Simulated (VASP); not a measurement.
Si: single point with PBEsol

Crystal: Si.

```
CELL_PARAMETERS angstrom
-3.44253 3.44253 1.83453
3.44253 -3.44253 1.83453
3.44253 3.44253 -1.83453
ATOMIC_POSITIONS crystal
Si 0.17873 0.17873 0.35746
Si 0.82127 0.82127 0.64254
Si 0.17873 0.82127 0.00000
Si 0.82127 0.17873 0.00000
```

```json
{
  "Program": "VASP 6.6.1",
  "Task": "single point",
  "Functional": "PBEsol",
  "Potentials or basis": "VASP PAW PBE potentials, release 64 (Si)",
  "Cutoff": "520 eV",
  "k mesh": "12 × 12 × 12",
  "Occupations": "gaussian, width 0.03 eV",
  "Spin": "no spin polarisation"
}
```

```json
{
  "Pressure": "-1.3 GPa",
  "Largest force": "0.819 eV/Å",
  "Band gap on the k mesh": "zero (bands 8 and 9 overlap by 0.09 eV)"
}
```

Forces on the atoms (eV/Å):
```
Si  -0.579 -0.579  0.000
Si   0.579  0.579  0.000
Si   0.579 -0.579  0.000
Si  -0.579  0.579  0.000
```

Stress tensor (GPa, compression positive):
```
-5.79  0.00  0.00
 0.00 -5.79  0.00
 0.00  0.00  7.72
```

Levels at points of the mesh, in eV from the Fermi level:
| k point | band 4 | band 5 | band 6 | band 7 | band 8 | band 9 | band 10 | band 11 | band 12 | band 13 |
| --- | --- | --- | --- | --- | --- | --- | --- | --- | --- | --- |
| (0.00, 0.00, 0.00) | -5.55 | -3.68 | -1.00 | -1.00 | -0.41 | 1.09 | 1.09 | 2.16 | 2.77 | 2.77 |
| (0.50, 0.00, 0.00) | -6.28 | -4.28 | -3.41 | -2.17 | -1.61 | 0.72 | 1.96 | 2.78 | 3.33 | 3.73 |
| (0.50, 0.50, 0.00) | -4.93 | -2.90 | -2.20 | -1.39 | -1.09 | 1.76 | 2.27 | 2.50 | 3.47 | 4.66 |
| (0.50, 0.50, 0.50) | -4.92 | -2.21 | -0.14 | -0.14 | 0.04 | 1.19 | 2.50 | 2.66 | 4.14 | 4.84 |

Run time: 2.4 min on 1 thread of Intel(R) Xeon(R) Platinum 8488C (Sapphire Rapids) (shared host), peak memory 0.33 GiB.

Caveat: semilocal functionals underestimate gaps, so a narrow gap can read as zero; the PAW data sets were made with another functional, which shifts forces and pressure a little.
